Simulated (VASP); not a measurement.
# C in VASP: a series of runs

Runs on C. Level: PBEsol. Tasks: single point, relaxation of shape and atoms at fixed volume, relaxation of cell and atoms.

Program: VASP 6.6.1. These are calculated values, not measurements. Logs are shortened: lines on timing, memory, paths and dates and some standing lists are left out, and cuts for length are marked.

### Step 1. The cell of the first run

The cell holds a slab with vacuum, 2 atoms: a = 2.459 Å, b = 2.459 Å, c = 8.523 Å, α = 90.00°, β = 90.00°, γ = 120.00°.

### Step 2. Single point, PBEsol

Input file INCAR:

```
PREC = Accurate
ENCUT = 520
EDIFF = 1E-7
ISMEAR = 0
SIGMA = 0.1
LREAL = False
LASPH = True
NELM = 100
ALGO = Normal
ISIF = 2
LWAVE = False
LCHARG = True
GGA = PS
LELF = True
LVHAR = True
NBANDS = 11
```

Input file KPOINTS:

```
regular mesh
0
Gamma
  15 15 4
```

Input file POSCAR:

```
C
1.0
    2.4588140218      0.0000000000      0.0000000000
   -1.2294070109      2.1293954061      0.0000000000
    0.0000000000      0.0000000000      8.5228814217
C
2
Direct
    0.3333333333      0.6666666667      0.0000000000
    0.6666666667      0.3333333333      0.0000000000
```

Potentials or basis: VASP PAW PBE potentials, release 64 (C).

Started as:

```
> cat potpaw_PBE.64/C/POTCAR > POTCAR
> mpirun -np 1 vasp_std > vasp.out
```

OUTCAR:

```text
PREC = Accurate
   ENCUT = 520
   EDIFF = 1E-7
   ISMEAR = 0
   LREAL = False
   LASPH = True
   NELM = 100
   ISIF = 2
   GGA = PS

 ion  position               nearest neighbor table
   1  0.333  0.667  0.000-   2 1.42   2 1.42   2 1.42
   2  0.667  0.333  0.000-   1 1.42   1 1.42   1 1.42

  LATTYP: Found a hexagonal cell.
 ALAT       =     2.4588140218
 C/A-ratio  =     3.4662570435

  Lattice vectors:

 A1 = (   2.4588140218,   0.0000000000,   0.0000000000)
 A2 = (  -1.2294070109,   2.1293954061,   0.0000000000)
 A3 = (   0.0000000000,   0.0000000000,   8.5228814217)

Analysis of symmetry for initial positions (statically):
=====================================================================
 Subroutine PRICEL returns:
 Original cell was already a primitive cell.

 Routine SETGRP: Setting up the symmetry group for a
 hexagonal supercell.

 Subroutine GETGRP returns: Found 24 space group operations
 (whereof 24 operations were pure point group operations)
 out of a pool of 24 trial point group operations.

The static configuration has the point symmetry D_6h.

Analysis of symmetry for dynamics (positions and initial velocities):
=====================================================================
 Subroutine PRICEL returns:
 Original cell was already a primitive cell.

 Routine SETGRP: Setting up the symmetry group for a
 hexagonal supercell.

 Subroutine GETGRP returns: Found 24 space group operations
 (whereof 24 operations were pure point group operations)
 out of a pool of 24 trial point group operations.

The dynamic configuration has the point symmetry D_6h.

 Subroutine INISYM returns: Found 24 space group operations
 (whereof 24 operations are pure point group operations),
 and found     1 'primitive' translations

----------------------------------------------------------------------------------------

                                     Primitive cell

  volume of cell :      44.6240

  direct lattice vectors                    reciprocal lattice vectors
     2.458814022  0.000000000  0.000000000     0.406700137  0.234808434  0.000000000
    -1.229407011  2.129395406  0.000000000     0.000000000  0.469616867  0.000000000
     0.000000000  0.000000000  8.522881422     0.000000000  0.000000000  0.117331211

  length of vectors
     2.458814022  2.458814022  8.522881422     0.469616867  0.469616867  0.117331211

  position of ions in fractional coordinates (direct lattice)
     0.333333333  0.666666667  0.000000000
     0.666666667  0.333333333  0.000000000

  ion indices of the primitive-cell ions
   primitive index   ion index
                 1           1
                 2           2

----------------------------------------------------------------------------------------

 KPOINTS: regular mesh

Automatic generation of k-mesh.
 Grid dimensions read from file:
 generate k-points for:   15   15    4

 Generating k-lattice:

  Cartesian coordinates                     Fractional coordinates (reciprocal lattice)
     0.027113342  0.015653896  0.000000000     0.066666667  0.000000000  0.000000000
     0.000000000  0.031307791  0.000000000     0.000000000  0.066666667  0.000000000
     0.000000000  0.000000000  0.029332803     0.000000000  0.000000000  0.250000000

  Length of vectors
     0.031307791  0.031307791  0.029332803

  Shift w.r.t. Gamma in fractional coordinates (k-lattice)
     0.000000000  0.000000000  0.000000000

 Subroutine IBZKPT returns following result:
 ===========================================

 Found     81 irreducible k-points:

 Following reciprocal coordinates:
            Coordinates               Weight
  0.000000  0.000000  0.000000      1.000000
  0.066667 -0.000000  0.000000      6.000000
  0.133333  0.000000  0.000000      6.000000
  0.200000  0.000000  0.000000      6.000000
  0.266667  0.000000  0.000000      6.000000
  0.333333  0.000000  0.000000      6.000000
[... 16 lines left out ...]
  0.333333  0.200000  0.000000     12.000000
  0.400000  0.200000  0.000000      6.000000
 [... further k-points ...]
   k-points           NKPTS =     81   k-points in BZ     NKDIM =     81   number of bands    NBANDS=     11
   number of dos      NEDOS =    301   number of ions     NIONS =      2
   total plane-waves  NPLWV =  20736
   dimension x,y,z NGX =    18 NGY =   18 NGZ =   64
   dimension x,y,z NGXF=    36 NGYF=   36 NGZF=  128
   ions per type =               2
   NGX,Y,Z   is equivalent  to a cutoff of  12.17, 12.17, 12.48 a.u.
   NGXF,Y,Z  is equivalent  to a cutoff of  24.34, 24.34, 24.97 a.u.
 SYSTEM =  unknown system
   PREC   = accura    normal or accurate (medium, high low for compatibility)
   ISTART =      0    job   : 0-new  1-cont  2-samecut
   ICHARG =      2    charge: 1-file 2-atom 10-const
   ISPIN  =      1    spin polarized calculation?
   LNONCOLLINEAR =      F non collinear calculations
   LSORBIT =      F    spin-orbit coupling
   LASPH  =      T    aspherical Exc in radial PAW
   ENCUT  =  520.0 eV  38.22 Ry    6.18 a.u.   4.57  4.57 15.85*2*pi/ulx,y,z
   NELM   =    100;   NELMIN=  2; NELMDL= -5     # of ELM steps
   EDIFF  = 0.1E-06   stopping-criterion for ELM
   LREAL  =      F    real-space projection
   EDIFFG = 0.1E-05   stopping-criterion for IOM
   NSW    =      0    number of steps for IOM
   IBRION =     -1    ionic relax: 0-MD 1-quasi-New 2-CG
   NFREE  =      0    steps in history (QN), initial steepest desc. (CG)
   ISIF   =      2    stress and relaxation
   ISYM   =      2    0-nonsym 1-usesym 2-fastsym
   POTIM  = 0.5000    time-step for ionic-motion
   TEBEG  =    0.0;   TEEND  =   0.0 temperature during run
   PSTRESS=    0.0 pullay stress
   NELECT =       8.0000    total number of electrons
   NUPDOWN=      -1.0000    fix difference up-down
   EMIN   =  10.00;   EMAX   =-10.00  energy-range for DOS
   EFERMI =   0.00;   METHOD = LEGACY
   ISMEAR =     0;   SIGMA  =   0.10  broadening in eV -4-tet -1-fermi 0-gaus
   EFERMI_NEDOS =   21; number of points for ismear=-14 and -15
   IALGO  =     38    algorithm
   IMIX   =      4    mixing-type and parameters
     AMIX     =   0.40;   BMIX     =  1.00
     AMIX_MAG =   1.60;   BMIX_MAG =  1.00
  volume/ion in A,a.u.               =      22.31       150.57
  Fermi-wavevector in a.u.,A,eV,Ry     =   0.923100  1.744406 11.593706  0.852113
  Thomas-Fermi vector in A             =   2.048699
   LORBIT       =      0    0 simple, 1 ext, 2 COOP (PROOUT), +10 PAW based schemes
   GGA     = PS    functional components
   LHFCALC =     F    Hartree Fock is set to
   AEXX    =    0.0000 exact exchange contribution
   IVDW    =     0    specifies the selected vdW correction
   LEPSILON=     F    determine dielectric tensor
   LRPA    =     F    only Hartree local field effects (RPA)
 non-spin polarized calculation
 Gauss-broadening in eV      SIGMA  =   0.10
  energy-cutoff  :      520.00
  volume of cell :       44.62
 maximum number of plane-waves:      1222
   NGX =  9   NGY =  9   NGZ = 31

 number of electron       7.9999997 magnetization

 Free energy of the ion-electron system (eV)
  ---------------------------------------------------
  ext. energy  EPLUGINS =         0.00000000
  ---------------------------------------------------
  free energy    TOTEN  =       -19.28091117 eV

  energy without entropy =      -19.27990817  energy(sigma->0) =      -19.28040967

 E-fermi :  -0.7574     XC(G=0):  -4.9784

 val. band max:       -0.7574491542   @ k =   0.3333   0.3333   0.5000
 cond. band min:      -0.7574139185   @ k =   0.3333   0.3333   0.2500
 fundamental gap:      0.0000352357
 Fermi energy:        -0.7574169610

 k-point     1 :       0.0000    0.0000    0.0000
  band No.  band energies     occupation
      1     -20.3118      2.00000
      2      -8.4650      2.00000
      3      -3.7603      2.00000
      4      -3.7603      2.00000
      5       2.3525      0.00000
      6       4.7231      0.00000
      7       6.2758      0.00000
      8       7.5823      0.00000
      9       7.5823      0.00000
     10      10.7974      0.00000
     11      12.0429      0.00000

 k-point     2 :       0.0667   -0.0000    0.0000
  band No.  band energies     occupation
      1     -20.2062      2.00000
      2      -8.3384      2.00000
      3      -4.1859      2.00000
      4      -3.9864      2.00000
      5       2.4961      0.00000
      6       4.8635      0.00000
      7       6.4105      0.00000
      8       7.6379      0.00000
      9       8.0390      0.00000
     10      10.4278      0.00000
     11      12.2274      0.00000

 k-point     3 :       0.1333    0.0000    0.0000
  band No.  band energies     occupation
      1     -19.8900      2.00000
      2      -7.9604      2.00000
      3      -5.3175      2.00000
      4      -4.5584      2.00000
      5       2.9270      0.00000
      6       5.2831      0.00000
      7       6.8103      0.00000
      8       7.6805      0.00000
      9       9.2951      0.00000
     10       9.4002      0.00000
     11      12.8225      0.00000

 k-point     4 :       0.2000    0.0000    0.0000
  band No.  band energies     occupation
      1     -19.3655      2.00000
      2      -7.3381      2.00000
      3      -6.8711      2.00000
      4      -5.2722      2.00000
      5       3.6447      0.00000
      6       5.9711      0.00000
      7       7.3293      0.00000
      8       7.7251      0.00000
      9       7.9035      0.00000
     10      11.1189      0.00000
     11      13.7792      0.00000
[... 239 lines left out ...]
 k-point    22 :       0.2667    0.2000    0.0000
  band No.  band energies     occupation
      1     -16.5063      2.00000
      2     -10.9578      2.00000
      3      -9.0821      2.00000
      4      -4.0825      2.00000
      5       2.6950      0.00000
      6       7.6396      0.00000
      7       9.4949      0.00000
      8      10.3035      0.00000
      9      11.4295      0.00000
     10      12.4694      0.00000
     11      13.1652      0.00000

 k-point    23 :       0.3333    0.2000    0.0000
  band No.  band energies     occupation
      1     -15.3501      2.00000
      2     -12.4015      2.00000
      3      -9.5056      2.00000
      4      -2.9314      2.00000
      5       1.2888      0.00000
      6       9.3108      0.00000
      7      10.2015      0.00000
      8      10.3761      0.00000
      9      12.7579      0.00000
     10      13.0605      0.00000
     11      13.0727      0.00000

 k-point    24 :       0.4000    0.2000    0.0000
  band No.  band energies     occupation
      1     -14.3899      2.00000
      2     -13.4735      2.00000
      3      -9.6372      2.00000
      4      -2.2718      2.00000
      5       0.5393      0.00000
      6      10.1302      0.00000
      7      10.6165      0.00000
      8      11.1024      0.00000
      9      11.2916      0.00000
     10      13.6166      0.00000
     11      14.3886      0.00000

 [... further k-points ...]
[... 5 lines left out ...]
  --------------------------------------------------------------------------------------
  -------------------------------------------------------------------------------------
  Total        0.1179613      0.1179613     -0.0101674     -0.0000000     -0.0000000      0.0000000
  in kB        4.2352752      4.2352752     -0.3650490     -0.0000000     -0.0000000      0.0000000
  external PRESSURE =       2.7018338 kB  Pullay stress =       0.0000000 kB

 VOLUME and BASIS-vectors are now :
 -----------------------------------------------------------------------------
  energy-cutoff  :      520.00
  volume of cell :       44.62
      direct lattice vectors                 reciprocal lattice vectors
     2.458814022  0.000000000  0.000000000     0.406700137  0.234808434  0.000000000
    -1.229407011  2.129395406  0.000000000     0.000000000  0.469616867  0.000000000
     0.000000000  0.000000000  8.522881422     0.000000000  0.000000000  0.117331211

 POSITION                                       TOTAL-FORCE (eV/Angst)
 -----------------------------------------------------------------------------------
     -0.00000      1.41960      0.00000        -0.000000      0.000000      0.000000
      1.22941      0.70980      0.00000         0.000000      0.000000      0.000000
 -----------------------------------------------------------------------------------
    total drift:                                0.000000     -0.000000      0.000000

  FREE ENERGIE OF THE ION-ELECTRON SYSTEM (eV)
  ---------------------------------------------------
  free  energy   TOTEN  =       -19.2809111706 eV

  energy  without entropy=      -19.2799081669  energy(sigma->0) =      -19.28040967
```

Run time: 43 s. Hardware: 1 thread of Intel Xeon 8259CL, shared host; peak memory 0.16 GiB.

Results:

```
Free energy            : -19.2809 eV
Band gap on the k mesh : zero (filled and empty bands touch)
```

Levels at points of the mesh, in eV from the Fermi level:
```
           k point  band 2  band 3  band 4  band 5  band 6  band 7
(0.00, 0.00, 0.00)   -7.71   -3.00   -3.00    3.11    5.48    7.03
(0.00, 0.00, 0.50)   -7.71   -3.00   -3.00    3.84    3.92    8.34
```

Caveat: the PAW data sets were made with another functional, which shifts forces and pressure a little.

(Part 1 of 2 ends here.)
